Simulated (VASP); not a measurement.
NbPd3, 8 atoms in the cell. The structure is tetragonal, space group I4/mmm (No. 139). The conventional cell has a = 3.901 Å, b = 3.901 Å, c = 7.866 Å, α = 90.00°, β = 90.00°, γ = 90.00°. Within 3.6 Å of Nb (site symmetry 4/mmm) lie 12 Pd at 2.76 to 2.77 Å. Within 3.6 Å of Pd (site symmetry -4m2) lie 8 Pd at 2.76 to 2.77 Å and 4 Nb at 2.77 Å. Within 3.6 Å of Pd (site symmetry 4/mmm) lie 4 Nb at 2.76 Å and 8 Pd at 2.77 Å.  This cell differs from its parent crystal: strain along c alone, the other axes held: -2.0 %.

| Property | Result |
| --- | --- |
| Program | VASP 6.6.1 |
| Task | single point |
| Functional | r2SCAN |
| Potentials or basis | VASP PAW PBE potentials, release 64 (Nb_sv, Pd) |
| Cutoff | 520 eV |
| k mesh | 10 × 10 × 6 |
| Occupations | gaussian, width 0.1 eV |
| Spin | no spin polarisation |
| Dipole correction | no |
| Further INCAR settings | ALGO = Normal; EDIFF = 1e-06; NBANDS = 53 |

Potentials or basis: VASP PAW PBE potentials, release 64 (Nb_sv, Pd).

Command:

```sh
$ cat potpaw_PBE.64/Nb_sv/POTCAR potpaw_PBE.64/Pd/POTCAR > POTCAR
$ cp INCAR.step1 INCAR
$ mpirun -np 1 vasp_std > vasp.out
$ cp INCAR.step2 INCAR
$ mpirun -np 1 vasp_std > vasp.out
```

Hardware: 1 thread of Oxide Virtual Turin-like Processor (shared host).

Problem. How long does it take, and how much memory?

Solution. Run time: 39 min on 1 thread of Oxide Virtual Turin-like Processor (shared host), peak memory 0.49 GiB. Counts: k points 84.
